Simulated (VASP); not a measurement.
# RbTe2 in VASP: notebook, part 2 of 2

VASP 6.6.1.

### Step 3. Single point, PBE

INCAR

```
PREC = Accurate
ENCUT = 520
EDIFF = 1E-6
ISMEAR = 0
SIGMA = 0.1
LREAL = F
LASPH = T
NELM = 60
ALGO = Normal
ISIF = 2
LWAVE = F
LCHARG = F
LDIPOL = T
IDIPOL = 3
DIPOL = 0.5 0.5 0.500
GGA = PE
NBANDS = 18
```

KPOINTS

```
Automatic mesh
0
Gamma
  4 4 1
```

POSCAR

```
RbTe2
1.0
    5.7950078800      0.0000000000      0.0000000000
    0.0000000000      5.7950078800      0.0000000000
    0.0000000000      0.0000000000     18.0000000000
Rb Te
1 2
Direct
    0.5000000000      0.5000000000      0.5000000000
    0.0000000000      0.5000000000      0.6089363900
    0.5000000000      0.0000000000      0.3910636100
```

Potentials or basis: VASP PAW PBE potentials, release 64 (Rb_sv, Te).

Command:

```bash
cat potpaw_PBE.64/Rb_sv/POTCAR potpaw_PBE.64/Te/POTCAR > POTCAR
mpirun -np 1 vasp_std > vasp.out
```

OUTCAR:

```text
PREC = Accurate
   ENCUT = 520
   EDIFF = 1E-6
   ISMEAR = 0
   LREAL = F
   LASPH = T
   NELM = 60
   ISIF = 2
   GGA = PE

 ion  position               nearest neighbor table
   1  0.500  0.500  0.500-   2 3.50   3 3.50   3 3.50   2 3.50
   2  0.000  0.500  0.609-   1 3.50   1 3.50
   3  0.500  0.000  0.391-   1 3.50   1 3.50

  LATTYP: Found a simple tetragonal cell.
 ALAT       =     5.7950078800
 C/A-ratio  =     3.1061217470

  Lattice vectors:

 A1 = (   5.7950078800,   0.0000000000,   0.0000000000)
 A2 = (   0.0000000000,   5.7950078800,   0.0000000000)
 A3 = (   0.0000000000,   0.0000000000,  18.0000000000)

Analysis of symmetry for initial positions (statically):
=====================================================================
 Subroutine PRICEL returns:
 Original cell was already a primitive cell.

 Routine SETGRP: Setting up the symmetry group for a
 simple tetragonal supercell.

 Subroutine GETGRP returns: Found  8 space group operations
 (whereof  8 operations were pure point group operations)
 out of a pool of 16 trial point group operations.

[... 153 lines left out ...]
 cond. band min:      -4.3060438207   @ k =   0.5000   0.5000   0.0000
 fundamental gap:      0.0091011350
 Fermi energy:        -4.3093810644

 k-point     1 :       0.0000    0.0000    0.0000
  band No.  band energies     occupation
      1     -30.1281      2.00000
      2     -14.4046      2.00000
      3     -14.2764      2.00000
      4     -14.2764      2.00000
      5     -13.3928      2.00000
      6     -13.1833      2.00000
[... 103 lines left out ...]
      5     -13.1621      2.00000
      6     -13.1621      2.00000
[... 10 lines left out ...]
     17       2.2742      0.00000
     18       2.9067      0.00000

------------------------ aborting loop because EDIFF is reached ----------------------------------------

 vacuum level on the upper side and lower side of the slab       (xc-potential included)        -0.092        -0.092

  FORCE on cell =-STRESS in cart. coord.  units (eV):
  Direction    XX          YY          ZZ          XY          YZ          ZX
  --------------------------------------------------------------------------------------
  -------------------------------------------------------------------------------------
  Total        0.4456057      0.4456057      0.4946897      0.0000000      0.0000000      0.0000000
  in kB        1.1810840      1.1810840      1.3111817      0.0000000      0.0000000      0.0000000
  external PRESSURE =       1.2244499 kB  Pullay stress =       0.0000000 kB

 VOLUME and BASIS-vectors are now :
 -----------------------------------------------------------------------------
  energy-cutoff  :      520.00
  volume of cell :      604.48
      direct lattice vectors                 reciprocal lattice vectors
     5.795007880  0.000000000  0.000000000     0.172562319  0.000000000  0.000000000
     0.000000000  5.795007880  0.000000000     0.000000000  0.172562319  0.000000000
     0.000000000  0.000000000 18.000000000     0.000000000  0.000000000  0.055555556

 POSITION                                       TOTAL-FORCE (eV/Angst)
 -----------------------------------------------------------------------------------
      2.89750      2.89750      9.00000         0.000000     -0.000000      0.000000
      0.00000      2.89750     10.96086         0.000000      0.000000      0.126928
      2.89750      0.00000      7.03914        -0.000000      0.000000     -0.126928
 -----------------------------------------------------------------------------------
    total drift:                                0.000000     -0.000000     -0.000000

  FREE ENERGIE OF THE ION-ELECTRON SYSTEM (eV)
  ---------------------------------------------------
  free  energy   TOTEN  =        -4.7439980270 eV

  energy  without entropy=       -4.5755021836  energy(sigma->0) =       -4.65975011

 vacuum level on the upper side and lower side of the slab         1.569         1.569
```

stdout:

```text
POSCAR found type information on POSCAR RbTe
 POSCAR found :  2 types and       3 ions
 scaLAPACK will be used
 LDA part: xc-table for (Slater+PW92), standard interpolation
 POSCAR, INCAR and KPOINTS ok, starting setup
 FFT: planning ... GRIDC
 FFT: planning ... GRID_SOFT
 FFT: planning ... GRID
 WAVECAR not read
 entering main loop
```

It took 1.8 min on 1 thread of Intel Xeon Platinum 8375C at 2.90GHz (Ice Lake), shared host; peak memory 0.68 GiB.

Results:

```yaml
Free_energy: -4.7440 eV
Largest_force: 0.127 eV/Å
Band_gap_on_the_k_mesh: zero (an odd number of electrons rules out a gap without spin polarisation)
```

Forces on the atoms (eV/Å):
```
Rb   0.000  0.000  0.000
Te   0.000  0.000  0.127
Te   0.000  0.000 -0.127
```

Caveat: spin-orbit coupling is left out, which moves the levels of the heavy elements.

### Step 4. Single point, PBE

This run uses another cell than the first one.

INCAR

```
ALGO = Normal
DIPOL = 0.5 0.5 0.284
EDIFF = 1E-7
ENCUT = 520
GGA = PE
IDIPOL = 3
ISIF = 2
ISMEAR = 0
LASPH = T
LCHARG = F
LDIPOL = T
LREAL = F
LWAVE = F
NBANDS = 18
NELM = 80
PREC = Accurate
SIGMA = 0.1
```

KPOINTS

```
k-points
0
Gamma
  4 4 1
```

POSCAR

```
RbTe2
1.0
    5.7849948709      0.0000000000      0.0000000000
    0.0000000000      5.7849948709      0.0000000000
    0.0000000000      0.0000000000     31.6434200800
Rb Te
1 2
Direct
    0.5000000000      0.5000000000      0.2844193193
    0.0000000000      0.5000000000      0.3536731725
    0.5000000000      0.0000000000      0.2151654661
```

Command:

```bash
cat potpaw_PBE.64/Rb_sv/POTCAR potpaw_PBE.64/Te/POTCAR > POTCAR
mpirun -np 1 vasp_std > vasp.out
```

Run time: 4.3 min. Hardware: 1 thread of Intel Xeon Platinum 8375C at 2.90GHz (Ice Lake), shared host; peak memory 0.94 GiB.

The run converged. Its results:

- Free energy: -4.7738 eV
- Largest force: 0.003 eV/Å
- Band gap on the k mesh: zero (an odd number of electrons rules out a gap without spin polarisation)

Forces in eV/Å, atoms in the order of the input:
```
Rb   0.000  0.000  0.000
Te   0.000  0.000  0.003
Te   0.000  0.000 -0.003
```

Levels at points of the mesh, in eV from the Fermi level:
| k point | band 9 | band 10 | band 11 | band 12 | band 13 | band 14 |
| --- | --- | --- | --- | --- | --- | --- |
| (0.00, 0.00, 0.00) | -0.02 | -0.02 | 0.08 | 0.08 | 3.87 | 4.84 |
| (0.50, 0.00, 0.00) | -0.08 | -0.02 | 0.01 | 0.10 | 5.14 | 5.21 |
| (0.50, 0.50, 0.00) | -0.11 | -0.11 | -0.01 | -0.01 | 5.07 | 5.07 |

Caveat: spin-orbit coupling is left out, which moves the levels of the heavy elements.

### Step 5. Single point, PBE

This run uses another cell than the first one.

INCAR

```
SYSTEM = RbTe2
ALGO = Normal
DIPOL = 0.5 0.5 0.284
EDIFF = 1E-6
ENCUT = 520
GGA = PE
IDIPOL = 3
ISIF = 2
ISMEAR = 0
LASPH = .TRUE.
LCHARG = .FALSE.
LDIPOL = .TRUE.
LREAL = .FALSE.
LWAVE = .FALSE.
NBANDS = 18
NELM = 60
PREC = Accurate
SIGMA = 0.1
```

KPOINTS

```
k-points
0
G
  8 8 1
  0 0 0
```

POSCAR is that of step 4.

Command:

```bash
cat potpaw_PBE.64/Rb_sv/POTCAR potpaw_PBE.64/Te/POTCAR > POTCAR
mpirun -np 1 vasp_std > vasp.out
```

It took 8.5 min on 1 thread of Intel Xeon Platinum 8375C at 2.90GHz (Ice Lake), shared host; peak memory 1.1 GiB.

The run converged. Its results:

| Quantity | Value |
| --- | --- |
| Free energy | -4.7717 eV |
| Largest force | 0.005 eV/Å |
| Band gap on the k mesh | zero (an odd number of electrons rules out a gap without spin polarisation) |

Forces in eV/Å, atoms in the order of the input:
```
Rb   0.000  0.000  0.000
Te   0.000  0.000  0.005
Te   0.000  0.000 -0.005
```

Levels at points of the mesh, in eV from the Fermi level:
```csv
k point,band 9,band 10,band 11,band 12,band 13,band 14
"(0.00, 0.00, 0.00)",-0.02,-0.02,0.07,0.07,3.86,4.84
"(0.50, 0.00, 0.00)",-0.08,-0.02,0.01,0.09,5.13,5.21
"(0.50, 0.50, 0.00)",-0.11,-0.11,-0.01,-0.01,5.06,5.06
```

Caveat: spin-orbit coupling is left out, which moves the levels of the heavy elements.

### Step 6. Overview

```tsv
cell	k mesh	gap on the mesh (eV)	largest force (eV/Å)
a = 5.795, b = 5.795, c = 18.000 Å, 3 atoms, atomic positions A	4 × 4 × 1	none	0.13
a = 5.785, b = 5.785, c = 31.643 Å, 3 atoms, atomic positions B	4 × 4 × 1	none	-
a = 5.785, b = 5.785, c = 31.643 Å, 3 atoms, atomic positions B	8 × 8 × 1	none	0.01
```

Alike in all rows: task single point; level PBE; potentials or basis VASP PAW PBE potentials, release 64 (Rb_sv, Te); no spin polarisation; cutoff (eV) 520; smearing gaussian 0.1 eV.

Caveats: spin-orbit coupling is left out, which moves the levels of the heavy elements.

Absolute energies hang on the potentials; compare differences alone.
